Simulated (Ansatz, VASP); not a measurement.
Two plane-wave programs on Cd2Te

INCAR

```
SYSTEM = Cd2Te
PREC     = Accurate       ! precision mode
ENCUT    = 600            ! plane-wave cutoff, eV
EDIFF    = 1E-6           ! SCF threshold, eV
ISMEAR   = 0              ! smearing method
SIGMA    = 0.1            ! smearing width, eV
LREAL    = .False.        ! projectors in reciprocal space
LASPH    = .True.         ! aspherical terms in the spheres
NELM     = 60             ! most SCF steps
ALGO     = Fast           ! electronic algorithm
ISIF     = 3              ! what is computed and relaxed
LWAVE    = .False.        ! write WAVECAR
LCHARG   = .False.        ! write CHGCAR
GGA      = PE             ! functional
IBRION   = 2              ! ionic algorithm
NSW      = 100            ! ionic steps
EDIFFG   = -0.01          ! ionic threshold
```

Contents of KPOINTS:

```
regular mesh
0
Gamma
  12 12 8
  0 0 0
```

The input POSCAR:

```
Cd2Te
1.0
    4.2606587541      0.0000000000      0.0000000000
   -2.1303293770      3.6898387179      0.0000000000
    0.0000000000      0.0000000000      5.4487509516
Cd Te
2 1
Direct
    0.3333333333      0.6666666667      0.3263497811
    0.6666666667      0.3333333333      0.6736502189
    0.0000000000      0.0000000000      0.0000000000
```

Input for Ansatz:

```yaml
crystal:
  lattice:
    - [4.2606587541, 0.0, 0.0]
    - [-2.130329377, 3.6898387179, 0.0]
    - [0.0, 0.0, 5.4487509516]
  atoms:
    - { symbol: Cd, position: [0.3333333333, 0.6666666667, 0.3263497811] }
    - { symbol: Cd, position: [0.6666666667, 0.3333333333, 0.6736502189] }
    - { symbol: Te, position: [0.0, 0.0, 0.0] }
basis:
  ecutwfc: 420
kpoints:
  mp_grid: { grid: [12, 12, 8] }
hamiltonian:
  xc: pbe
scf:
  occupations: { method: gaussian, width: 0.1 }
output:
  forces: true
  stress: true
  eigenvalues: true
relax:
  adjacent_minimum: "off"
  f_tol: 0.01
  max_steps: 80
  cell: { stress_tol: 0.05 }
```

Change from the starting cell: species swapped into the SnSe2 type (P-3m1, No. 164).

Alike in both runs: task relaxation of cell and atoms; functional PBE; k mesh 12 × 12 × 8; occupations gaussian, width 0.1 eV; no spin polarisation.

|  | VASP | Ansatz |
| --- | --- | --- |
| version | VASP 6.6.1 | Ansatz 0.2.0 |
| potentials or method | VASP PAW PBE potentials, release 64 (Cd, Te), cutoff 600 eV | scalar-relativistic, plane waves, PAW |
| valence electrons in the cell | 30 | 56 |

|  | VASP | Ansatz | Ansatz less VASP |
| --- | --- | --- | --- |
| gap on the k mesh at the Fermi level, each at its own relaxed structure (eV) | none | none | - |
| relaxed volume (Å³/atom) | 28.60 | 28.51 | -0.084 |
| relaxed cell length with the largest relative difference (Å) | 4.306 | 4.301 | -0.0046 |

A gap of «none» marks a metal or a gap that the smearing closes. VASP's potentials hold 30 valence electrons a cell and Ansatz's 56, so a difference there can come from the potentials and not from the codes.

Neither program's run includes spin-orbit coupling.
